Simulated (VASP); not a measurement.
Wanted: the native input for a VASP 6.6.1 run.

```
Task                   : single point
Functional             : PBE
Potentials or basis    : VASP PAW PBE potentials, release 64 (Zn, N)
Cutoff                 : 520 eV
k mesh                 : 6 × 6 × 4
Occupations            : gaussian, width 0.2 eV
Spin                   : no spin polarisation
Dipole correction      : no
Further INCAR settings : ALGO = Normal; EDIFF = 1e-06; NBANDS = 38
```

The structure of Zn2N lies in POSCAR:

```
Zn2N
1.0
    3.5100395824      0.0000000000      0.0000000000
   -1.7550197912      3.0397834466      0.0000000000
    0.0000000000      0.0000000000      7.9953979625
Zn N
4 2
Direct
    0.0000000000      0.0000000000      0.2500000000
    0.0000000000      0.0000000000      0.7500000000
    0.3333333333      0.6666666667      0.0000000000
    0.3333333333      0.6666666667      0.5000000000
    0.0000000000      0.0000000000      0.0000000000
    0.0000000000      0.0000000000      0.5000000000
```

One way to write it, as run:

INCAR

```
ALGO     = Normal         # electronic algorithm
EDIFF    = 1E-6           # SCF threshold, eV
ENCUT    = 520            # plane-wave cutoff, eV
GGA      = PE             # functional
ISIF     = 2              # what is computed and relaxed
ISMEAR   = 0              # smearing method
LASPH    = True           # aspherical terms in the spheres
LCHARG   = False          # write CHGCAR
LREAL    = False          # projectors in reciprocal space
LWAVE    = False          # write WAVECAR
NBANDS   = 38             # bands
NELM     = 80             # most SCF steps
PREC     = Accurate       # precision mode
SIGMA    = 0.2            # smearing width, eV
```

KPOINTS

```
k-points
0
Gamma
  6 6 4
```

Potentials or basis: VASP PAW PBE potentials, release 64 (Zn, N).

Run with:

```sh
$ cat potpaw_PBE.64/Zn/POTCAR potpaw_PBE.64/N/POTCAR > POTCAR
$ mpirun -np 1 vasp_std > vasp.out
```

Results of the run:

The pressure is 0.7 GPa and the band gap on the k mesh is zero (band 29 reaches 3.52 eV, above the bottom of band 30 at 2.09 eV).

Run time: 71 s on 1 thread of Intel(R) Xeon(R) Platinum 8259CL CPU @ 2.50GHz (Skylake/Cascade Lake), with other jobs on the host, peak memory 0.22 GiB.
